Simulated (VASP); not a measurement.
Wanted: the native input for a VASP 6.6.1 run.

| Quantity | Value |
| --- | --- |
| Task | single point |
| Functional | PBE |
| Potentials or basis | VASP PAW PBE potentials, release 64 (Y_sv) |
| Cutoff | 520 eV |
| k mesh | 6 × 6 × 6 |
| Occupations | fermi-dirac, width 0.05 eV |
| Spin | no spin polarisation |
| Dipole correction | no |
| Further INCAR settings | ALGO = Normal; EDIFF = 1e-07; NBANDS = 12 |

The structure of Y lies in POSCAR:

```
Y
1.0
    2.0238965846      2.0238965846      2.0238965846
   -2.0238965846      2.0238965846      2.0238965846
   -2.0238965846     -2.0238965846      2.0238965846
Y
1
Direct
    0.0000000000      0.0000000000      0.0000000000
```

This isn't the form of Y at room conditions, which is hcp.

The input as run:

INCAR

```
PREC = Accurate
ENCUT = 520
EDIFF = 1E-7
ISMEAR = -1
SIGMA = 0.05
LREAL = False
LASPH = True
NELM = 100
ALGO = Normal
ISIF = 2
LWAVE = False
LCHARG = True
GGA = PE
LELF = True
LVHAR = True
NBANDS = 12
```

KPOINTS

```
Automatic mesh
0
Gamma
  6 6 6
```

Potentials or basis: VASP PAW PBE potentials, release 64 (Y_sv).

Run with:

```console
$ cat potpaw_PBE.64/Y_sv/POTCAR > POTCAR
$ mpirun -np 1 vasp_std > vasp.out
```

It gave:

```yaml
Pressure: -0.1 GPa
Band_gap_on_the_k_mesh: zero (an odd number of electrons rules out a gap without spin polarisation)
```

Caveat: the k points lie up to 0.37 Å⁻¹ apart, too coarse for converged energies and pressures of a metal.

Wall time 17 s on 1 thread of Intel Xeon 8259CL, with other jobs on the host, peak memory 0.17 GiB.
